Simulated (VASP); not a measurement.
# MgZnTe3 (Pm-3m) in VASP: further runs

The runs below take MgZnTe3 through single point, relaxation of cell and atoms, with PBE.

Everything below comes from runs of VASP 6.6.1. Logs are shortened: lines on timing, memory, paths and dates and some standing lists are left out, and cuts for length are marked.

### Step 1. The cell of the first run

Symmetry: Pm-3m, No. 221, cubic system. Conventional cell: a = 5.244 Å, b = 5.244 Å, c = 5.244 Å, α = 90.00°, β = 90.00°, γ = 90.00°. Mg (site symmetry m-3m) has 12 Te at 3.71 Å and 8 Zn at 4.54 Å within 4.9 Å. Zn (site symmetry m-3m) has 6 Te at 2.62 Å within 3.5 Å. Within 3.5 Å of Te (site symmetry 4/mmm) lie 2 Zn at 2.62 Å.

The cell was built from a structure type or drawn by symmetry, and may not be a known phase.

### Step 2. Single point, PBE

Contents of INCAR:

```
SYSTEM = MgZnTe3
PREC = Accurate ; ENCUT = 520
EDIFF = 1E-7 ; ISMEAR = 0
SIGMA = 0.1 ; LREAL = .FALSE.
LASPH = .TRUE. ; NELM = 100
ALGO = Normal ; ISIF = 2
LWAVE = .FALSE. ; LCHARG = .FALSE.
GGA = PE ; NBANDS = 24
```

Contents of KPOINTS:

```
regular mesh
0
G
  4 4 4
  0 0 0
```

Contents of POSCAR:

```
MgZnTe3
1.0
    5.2439201200      0.0000000000      0.0000000000
    0.0000000000      5.2439201200      0.0000000000
    0.0000000000      0.0000000000      5.2439201200
Mg Zn Te
1 1 3
Direct
    0.0000000000      0.0000000000      0.0000000000
    0.5000000000      0.5000000000      0.5000000000
    0.0000000000      0.5000000000      0.5000000000
    0.5000000000      0.5000000000      0.0000000000
    0.5000000000      0.0000000000      0.5000000000
```

Potentials or basis: VASP PAW PBE potentials, release 64 (Mg, Zn, Te).

Launch:

```bash
$ cat potpaw_PBE.64/Mg/POTCAR potpaw_PBE.64/Zn/POTCAR potpaw_PBE.64/Te/POTCAR > POTCAR
$ mpirun -np 1 vasp_std > vasp.out
```

OUTCAR:

```text
SYSTEM = MgZnTe3
   PREC = Accurate
   ENCUT = 520
   EDIFF = 1E-7
   ISMEAR = 0
   LREAL = .FALSE.
   LASPH = .TRUE.
   NELM = 100
   ISIF = 2
   GGA = PE

 ion  position               nearest neighbor table
   1  0.000  0.000  0.000-
   2  0.500  0.500  0.500-   3 2.62   4 2.62   5 2.62   4 2.62   5 2.62   3 2.62
   3  0.000  0.500  0.500-   2 2.62   2 2.62
   4  0.500  0.500  0.000-   2 2.62   2 2.62
   5  0.500  0.000  0.500-   2 2.62   2 2.62

  LATTYP: Found a simple cubic cell.
 ALAT       =     5.2439201200

  Lattice vectors:

 A1 = (   5.2439201200,   0.0000000000,   0.0000000000)
 A2 = (   0.0000000000,   5.2439201200,   0.0000000000)
 A3 = (   0.0000000000,   0.0000000000,   5.2439201200)

Analysis of symmetry for initial positions (statically):
=====================================================================
 Subroutine PRICEL returns:
 Original cell was already a primitive cell.

 Routine SETGRP: Setting up the symmetry group for a
 simple cubic supercell.

 Subroutine GETGRP returns: Found 48 space group operations
 (whereof 48 operations were pure point group operations)
 out of a pool of 48 trial point group operations.

The static configuration has the point symmetry O_h .

Analysis of symmetry for dynamics (positions and initial velocities):
=====================================================================
 Subroutine PRICEL returns:
 Original cell was already a primitive cell.

 Routine SETGRP: Setting up the symmetry group for a
 simple cubic supercell.

 Subroutine GETGRP returns: Found 48 space group operations
 (whereof 48 operations were pure point group operations)
 out of a pool of 48 trial point group operations.

The dynamic configuration has the point symmetry O_h .

 Subroutine INISYM returns: Found 48 space group operations
 (whereof 48 operations are pure point group operations),
 and found     1 'primitive' translations

----------------------------------------------------------------------------------------

                                     Primitive cell

  volume of cell :     144.2010

  direct lattice vectors                    reciprocal lattice vectors
     5.243920120  0.000000000  0.000000000     0.190697031  0.000000000  0.000000000
     0.000000000  5.243920120  0.000000000     0.000000000  0.190697031  0.000000000
     0.000000000  0.000000000  5.243920120     0.000000000  0.000000000  0.190697031

  length of vectors
     5.243920120  5.243920120  5.243920120     0.190697031  0.190697031  0.190697031

  position of ions in fractional coordinates (direct lattice)
     0.000000000  0.000000000  0.000000000
     0.500000000  0.500000000  0.500000000
     0.000000000  0.500000000  0.500000000
     0.500000000  0.500000000  0.000000000
     0.500000000  0.000000000  0.500000000

  ion indices of the primitive-cell ions
   primitive index   ion index
                 1           1
                 2           2
                 3           3
                 4           4
                 5           5

----------------------------------------------------------------------------------------

 KPOINTS: regular mesh

Automatic generation of k-mesh.
 Grid dimensions read from file:
 generate k-points for:    4    4    4

 Generating k-lattice:

  Cartesian coordinates                     Fractional coordinates (reciprocal lattice)
     0.047674258  0.000000000  0.000000000     0.250000000  0.000000000  0.000000000
     0.000000000  0.047674258  0.000000000     0.000000000  0.250000000  0.000000000
     0.000000000  0.000000000  0.047674258     0.000000000  0.000000000  0.250000000

  Length of vectors
     0.047674258  0.047674258  0.047674258

  Shift w.r.t. Gamma in fractional coordinates (k-lattice)
     0.000000000  0.000000000  0.000000000

 Subroutine IBZKPT returns following result:
 ===========================================

 Found     10 irreducible k-points:

 Following reciprocal coordinates:
            Coordinates               Weight
  0.000000  0.000000  0.000000      1.000000
  0.250000  0.000000  0.000000      6.000000
  0.500000  0.000000  0.000000      3.000000
  0.250000  0.250000  0.000000     12.000000
  0.500000  0.250000  0.000000     12.000000
  0.500000  0.500000  0.000000      3.000000
  0.250000  0.250000  0.250000      8.000000
  0.500000  0.250000  0.250000     12.000000
  0.500000  0.500000  0.250000      6.000000
  0.500000  0.500000  0.500000      1.000000
   k-points           NKPTS =     10   k-points in BZ     NKDIM =     10   number of bands    NBANDS=     24
   number of dos      NEDOS =    301   number of ions     NIONS =      5
   total plane-waves  NPLWV =  64000
   dimension x,y,z NGX =    40 NGY =   40 NGZ =   40
   dimension x,y,z NGXF=    80 NGYF=   80 NGZF=   80
   ions per type =               1   1   3
   NGX,Y,Z   is equivalent  to a cutoff of  12.68, 12.68, 12.68 a.u.
   NGXF,Y,Z  is equivalent  to a cutoff of  25.36, 25.36, 25.36 a.u.
 SYSTEM =  MgZnTe3
   PREC   = accura    normal or accurate (medium, high low for compatibility)
   ISTART =      0    job   : 0-new  1-cont  2-samecut
   ICHARG =      2    charge: 1-file 2-atom 10-const
   ISPIN  =      1    spin polarized calculation?
   LNONCOLLINEAR =      F non collinear calculations
   LSORBIT =      F    spin-orbit coupling
   LASPH  =      T    aspherical Exc in radial PAW
   ENCUT  =  520.0 eV  38.22 Ry    6.18 a.u.   9.75  9.75  9.75*2*pi/ulx,y,z
   NELM   =    100;   NELMIN=  2; NELMDL= -5     # of ELM steps
   EDIFF  = 0.1E-06   stopping-criterion for ELM
   LREAL  =      F    real-space projection
   EDIFFG = 0.1E-05   stopping-criterion for IOM
   NSW    =      0    number of steps for IOM
   IBRION =     -1    ionic relax: 0-MD 1-quasi-New 2-CG
   NFREE  =      0    steps in history (QN), initial steepest desc. (CG)
   ISIF   =      2    stress and relaxation
   ISYM   =      2    0-nonsym 1-usesym 2-fastsym
   POTIM  = 0.5000    time-step for ionic-motion
   TEBEG  =    0.0;   TEEND  =   0.0 temperature during run
   PSTRESS=    0.0 pullay stress
   NELECT =      32.0000    total number of electrons
   NUPDOWN=      -1.0000    fix difference up-down
   EMIN   =  10.00;   EMAX   =-10.00  energy-range for DOS
   EFERMI =   0.00;   METHOD = LEGACY
   ISMEAR =     0;   SIGMA  =   0.10  broadening in eV -4-tet -1-fermi 0-gaus
   EFERMI_NEDOS =   21; number of points for ismear=-14 and -15
   IALGO  =     38    algorithm
   IMIX   =      4    mixing-type and parameters
     AMIX     =   0.40;   BMIX     =  1.00
     AMIX_MAG =   1.60;   BMIX_MAG =  1.00
  volume/ion in A,a.u.               =      28.84       194.62
  Fermi-wavevector in a.u.,A,eV,Ry     =   0.991141  1.872985 13.365825  0.982360
  Thomas-Fermi vector in A             =   2.122861
   LORBIT       =      0    0 simple, 1 ext, 2 COOP (PROOUT), +10 PAW based schemes
   GGA     = PE    functional components
   LHFCALC =     F    Hartree Fock is set to
   AEXX    =    0.0000 exact exchange contribution
   IVDW    =     0    specifies the selected vdW correction
   LEPSILON=     F    determine dielectric tensor
   LRPA    =     F    only Hartree local field effects (RPA)
 non-spin polarized calculation
 Gauss-broadening in eV      SIGMA  =   0.10
  energy-cutoff  :      520.00
  volume of cell :      144.20
 maximum number of plane-waves:      3912
 NGX is ok and might be reduce to    40
   NGX = 19   NGY = 19   NGZ = 19

 number of electron      31.9999993 magnetization

 Free energy of the ion-electron system (eV)
  ---------------------------------------------------
  ext. energy  EPLUGINS =         0.00000000
  ---------------------------------------------------
  free energy    TOTEN  =       -10.67359678 eV

  energy without entropy =      -10.63409769  energy(sigma->0) =      -10.65384723

 E-fermi :   4.6186     XC(G=0):  -9.1431

 val. band max:        4.6063246774   @ k =   0.2500   0.2500   0.2500
 cond. band min:       4.7243897515   @ k =   0.2500   0.2500   0.0000
 fundamental gap:      0.1180650741
 Fermi energy:         4.6185751922

 k-point     1 :       0.0000    0.0000    0.0000
  band No.  band energies     occupation
      1      -7.9915      2.00000
      2      -5.7631      2.00000
      3      -5.7631      2.00000
      4      -2.7652      2.00000
      5      -2.7652      2.00000
      6      -2.7652      2.00000
[... 16 lines left out ...]
     23       9.2267      0.00000
     24       9.2267      0.00000

 k-point     2 :       0.2500    0.0000    0.0000
  band No.  band energies     occupation
      1      -7.7681      2.00000
      2      -6.0236      2.00000
      3      -5.7456      2.00000
      4      -2.8044      2.00000
      5      -2.7851      2.00000
      6      -2.7851      2.00000
[... 16 lines left out ...]
     23       9.5116      0.00000
     24      10.0365      0.00000

 k-point     3 :       0.5000    0.0000    0.0000
  band No.  band energies     occupation
      1      -7.4184      2.00000
      2      -6.4336      2.00000
      3      -5.7278      2.00000
      4      -3.1190      2.00000
      5      -2.8041      2.00000
      6      -2.8041      2.00000
[... 16 lines left out ...]
     23      10.1136      0.00000
     24      10.2223      0.00000

 k-point     4 :       0.2500    0.2500    0.0000
  band No.  band energies     occupation
      1      -7.5422      2.00000
      2      -6.0649      2.00000
      3      -5.8880      2.00000
      4      -2.8644      2.00000
      5      -2.8137      2.00000
      6      -2.7856      2.00000
[... 16 lines left out ...]
     23       9.9315      0.00000
     24      10.9092      0.00000

 k-point     5 :       0.5000    0.2500    0.0000
  band No.  band energies     occupation
      1      -7.1765      2.00000
      2      -6.3855      2.00000
      3      -5.9125      2.00000
      4      -3.1191      2.00000
      5      -2.8351      2.00000
      6      -2.8035      2.00000
[... 16 lines left out ...]
     23      10.4622      0.00000
     24      11.3559      0.00000

 k-point     6 :       0.5000    0.5000    0.0000
  band No.  band energies     occupation
      1      -6.7123      2.00000
      2      -6.3351      2.00000
      3      -6.3351      2.00000
      4      -3.1273      2.00000
      5      -3.0977      2.00000
      6      -2.8695      2.00000
[... 16 lines left out ...]
     23      10.3585      0.00000
     24      10.3585      0.00000

 k-point     7 :       0.2500    0.2500    0.2500
  band No.  band energies     occupation
      1      -7.3183      2.00000
      2      -6.0327      2.00000
      3      -6.0327      2.00000
      4      -2.8593      2.00000
      5      -2.8593      2.00000
      6      -2.8135      2.00000
[... 16 lines left out ...]
     23      10.2529      0.00000
     24      10.2529      0.00000

 k-point     8 :       0.5000    0.2500    0.2500
  band No.  band energies     occupation
      1      -6.9474      2.00000
      2      -6.3400      2.00000
      3      -5.9996      2.00000
      4      -3.1192      2.00000
      5      -2.8459      2.00000
      6      -2.8342      2.00000
[... 16 lines left out ...]
     23      10.0414      0.00000
     24      11.4840      0.00000

 k-point     9 :       0.5000    0.5000    0.2500
  band No.  band energies     occupation
      1      -6.5088      2.00000
      2      -6.2927      2.00000
      3      -6.2927      2.00000
      4      -3.1270      2.00000
      5      -3.1003      2.00000
      6      -2.8659      2.00000
[... 16 lines left out ...]
     23       9.9891      0.00000
     24       9.9891      0.00000

 k-point    10 :       0.5000    0.5000    0.5000
  band No.  band energies     occupation
      1      -6.2484      2.00000
      2      -6.2484      2.00000
      3      -6.2484      2.00000
      4      -3.1267      2.00000
      5      -3.1267      2.00000
      6      -2.9515      2.00000
[... 16 lines left out ...]
     23      10.5300      0.00000
     24      10.5300      0.00000

------------------------ aborting loop because EDIFF is reached ----------------------------------------

  FORCE on cell =-STRESS in cart. coord.  units (eV):
  Direction    XX          YY          ZZ          XY          YZ          ZX
  --------------------------------------------------------------------------------------
  -------------------------------------------------------------------------------------
  Total        2.0449589      2.0449589      2.0449589      0.0000000     -0.0000000     -0.0000000
  in kB       22.7209749     22.7209749     22.7209749      0.0000000     -0.0000000     -0.0000000
  external PRESSURE =      22.7209749 kB  Pullay stress =       0.0000000 kB

 VOLUME and BASIS-vectors are now :
 -----------------------------------------------------------------------------
  energy-cutoff  :      520.00
  volume of cell :      144.20
      direct lattice vectors                 reciprocal lattice vectors
     5.243920120  0.000000000  0.000000000     0.190697031  0.000000000  0.000000000
     0.000000000  5.243920120  0.000000000     0.000000000  0.190697031  0.000000000
     0.000000000  0.000000000  5.243920120     0.000000000  0.000000000  0.190697031

 POSITION                                       TOTAL-FORCE (eV/Angst)
 -----------------------------------------------------------------------------------
      0.00000      0.00000      0.00000         0.000000      0.000000      0.000000
      2.62196      2.62196      2.62196         0.000000      0.000000      0.000000
      0.00000      2.62196      2.62196         0.000000      0.000000      0.000000
      2.62196      2.62196      0.00000         0.000000      0.000000      0.000000
      2.62196      0.00000      2.62196         0.000000      0.000000      0.000000
 -----------------------------------------------------------------------------------
    total drift:                               -0.000000      0.000000     -0.000000

  FREE ENERGIE OF THE ION-ELECTRON SYSTEM (eV)
  ---------------------------------------------------
  free  energy   TOTEN  =       -10.6735967754 eV

  energy  without entropy=      -10.6340976884  energy(sigma->0) =      -10.65384723
```

It took 28 s on 1 thread of Intel Xeon Platinum 8488C (Sapphire Rapids), shared host; peak memory 0.26 GiB.

Results:

```
Free energy            : -10.6736 eV
Pressure               : 2.3 GPa
Band gap on the k mesh : zero (bands 16 and 17 overlap by 1.40 eV)
```

Levels at points of the mesh, in eV from the Fermi level:
```tsv
k point	band 12	band 13	band 14	band 15	band 16	band 17	band 18	band 19	band 20	band 21
(0.00, 0.00, 0.00)	-1.91	-0.76	-0.76	-0.76	-0.28	-0.28	-0.28	0.82	4.17	4.17
(0.50, 0.00, 0.00)	-3.10	-1.86	-1.86	-1.53	-0.31	-0.31	1.38	2.04	4.21	4.25
(0.50, 0.50, 0.00)	-2.04	-2.04	-1.64	-1.64	0.73	0.95	0.96	2.51	3.75	3.75
(0.50, 0.50, 0.50)	-3.79	-1.28	0.80	0.80	1.03	1.03	1.03	4.22	4.22	4.22
```

Caveat: spin-orbit coupling is left out, which moves the levels of the heavy elements.

### Step 3. Single point, PBE

This run uses another cell than the first one, of 30.36 Å³/atom.

Contents of INCAR:

```
PREC = Accurate ; ENCUT = 520
EDIFF = 1E-7 ; ISMEAR = 0
SIGMA = 0.1 ; LREAL = False
LASPH = True ; NELM = 60
ALGO = Normal ; ISIF = 2
LWAVE = False ; LCHARG = True
GGA = PE ; LELF = True
LVHAR = True ; NBANDS = 24
```

Contents of KPOINTS:

```
regular mesh
0
Gamma
  8 8 8
```

Edit POSCAR of step 2 so:

```diff
@@ -2,5 +2,5 @@
 1.0
-    5.2439201200      0.0000000000      0.0000000000
-    0.0000000000      5.2439201200      0.0000000000
-    0.0000000000      0.0000000000      5.2439201200
+    5.3347493618      0.0000000000      0.0000000000
+    0.0000000000      5.3347493618      0.0000000000
+    0.0000000000      0.0000000000      5.3347493618
 Mg Zn Te
```

Potentials or basis: VASP PAW PBE potentials, release 64 (Mg, Zn, Te).

Launch:

```bash
$ cat potpaw_PBE.64/Mg/POTCAR potpaw_PBE.64/Zn/POTCAR potpaw_PBE.64/Te/POTCAR > POTCAR
$ mpirun -np 1 vasp_std > vasp.out
```

Run time: 97 s. Hardware: 1 thread of Intel Xeon Platinum 8488C (Sapphire Rapids), shared host; peak memory 0.33 GiB.

Results (log left out):

```
Free energy            : -10.7944 eV
Pressure               : 0.0 GPa
Band gap on the k mesh : zero (bands 16 and 17 overlap by 1.47 eV)
```

Levels at points of the mesh, in eV from the Fermi level:
```
           k point  band 14  band 15  band 16  band 17  band 18  band 19
(0.00, 0.00, 0.00)    -0.65    -0.65    -0.22    -0.22    -0.22     0.58
(0.50, 0.00, 0.00)    -1.67    -1.34    -0.25    -0.25     1.31     2.06
(0.50, 0.50, 0.00)    -1.47    -1.47     0.66     0.91     0.93     2.62
(0.50, 0.50, 0.50)     0.72     0.72     0.99     0.99     0.99     4.15
```

Caveat: spin-orbit coupling is left out, which moves the levels of the heavy elements.

### Step 4. Relaxation of cell and atoms, PBE

Contents of INCAR:

```
  ALGO = Normal
  EDIFF = 1E-6
  EDIFFG = -0.01
  ENCUT = 600
  GGA = PE
  IBRION = 2
  ISIF = 3
  ISMEAR = 0
  LASPH = T
  LCHARG = F
  LREAL = F
  LWAVE = F
  NELM = 80
  NSW = 100
  PREC = Accurate
  SIGMA = 0.1
```

Contents of KPOINTS:

```
k-points
0
Gamma
  8 8 8
```

Edit POSCAR of step 3 so:

```diff
@@ -2,5 +2,5 @@
 1.0
-    5.3347493618      0.0000000000      0.0000000000
-    0.0000000000      5.3347493618      0.0000000000
-    0.0000000000      0.0000000000      5.3347493618
+    5.2439201200      0.0000000000      0.0000000000
+    0.0000000000      5.2439201200      0.0000000000
+    0.0000000000      0.0000000000      5.2439201200
 Mg Zn Te
```

Launch:

```bash
$ cat potpaw_PBE.64/Mg/POTCAR potpaw_PBE.64/Zn/POTCAR potpaw_PBE.64/Te/POTCAR > POTCAR
$ mpirun -np 1 vasp_std > vasp.out
```

It took 2.5 min on 1 thread of Intel Xeon Platinum 8488C (Sapphire Rapids), shared host; peak memory 0.36 GiB.

Results (log left out):

```
Free energy                           : -10.7936 eV
Relaxed volume                        : 30.36 Å³/atom
Relaxed cell                          : a = 5.335 Å, b = 5.335 Å, c = 5.335 Å, α = 90.00°, β = 90.00°, γ = 90.00°
Space group after relaxing (to 0.1 Å) : Pm-3m (No. 221)
Energy gained by relaxing             : 9.9 meV/atom
Ionic steps                           : 3
Pressure after relaxing               : 0.0 GPa
Band gap on the k mesh                : zero (bands 16 and 17 overlap by 1.47 eV)
```

The path:
```csv
step,energy change (eV),largest force (eV/Å),pressure (GPa),volume (Å³)
1,0.0000,0.0000,2.22,144.20
2,-0.0486,0.0000,-0.19,152.70
3,-0.0493,0.0000,-0.03,151.82
```

Final structure:
```xyz
5
Lattice="5.3347 0.0000 0.0000 0.0000 5.3347 0.0000 0.0000 0.0000 5.3347" Properties=species:S:1:pos:R:3 pbc="T T T"
Mg    0.0000    0.0000    0.0000
Zn    2.6674    2.6674    2.6674
Te    0.0000    2.6674    2.6674
Te    2.6674    2.6674    0.0000
Te    2.6674    0.0000    2.6674
```

Levels at points of the mesh, in eV from the Fermi level:
| k point | band 12 | band 13 | band 14 | band 15 | band 16 | band 17 | band 18 | band 19 | band 20 |
| --- | --- | --- | --- | --- | --- | --- | --- | --- | --- |
| (0.00, 0.00, 0.00) | -1.79 | -0.65 | -0.65 | -0.65 | -0.22 | -0.22 | -0.22 | 0.58 | 4.28 |
| (0.50, 0.00, 0.00) | -2.93 | -1.67 | -1.67 | -1.34 | -0.25 | -0.25 | 1.31 | 2.06 | 4.04 |
| (0.50, 0.50, 0.00) | -1.87 | -1.87 | -1.47 | -1.47 | 0.66 | 0.91 | 0.93 | 2.62 | 3.77 |
| (0.50, 0.50, 0.50) | -3.50 | -1.16 | 0.72 | 0.72 | 0.99 | 0.99 | 0.99 | 4.15 | 4.15 |

Caveat: spin-orbit coupling is left out, which moves the levels of the heavy elements.

### Step 5. The runs side by side

| task | cell | k mesh | cutoff (eV) | gap on the mesh (eV) | pressure (GPa) |
| --- | --- | --- | --- | --- | --- |
| single point | a = 5.244 Å, 5 atoms | 4 × 4 × 4 | 520 | none | 2.3 |
| single point | a = 5.335 Å, 5 atoms | 8 × 8 × 8 | 520 | none | 0.0 |
| relaxation of cell and atoms | relaxed from a = 5.244 Å, 5 atoms | 8 × 8 × 8 | 600 | none | 0.0 |

Alike in all rows: level PBE; potentials or basis VASP PAW PBE potentials, release 64 (Mg, Zn, Te); no spin polarisation; smearing gaussian 0.1 eV.

Caveats: spin-orbit coupling is left out, which moves the levels of the heavy elements.

Absolute energies hang on the potentials; compare differences alone.
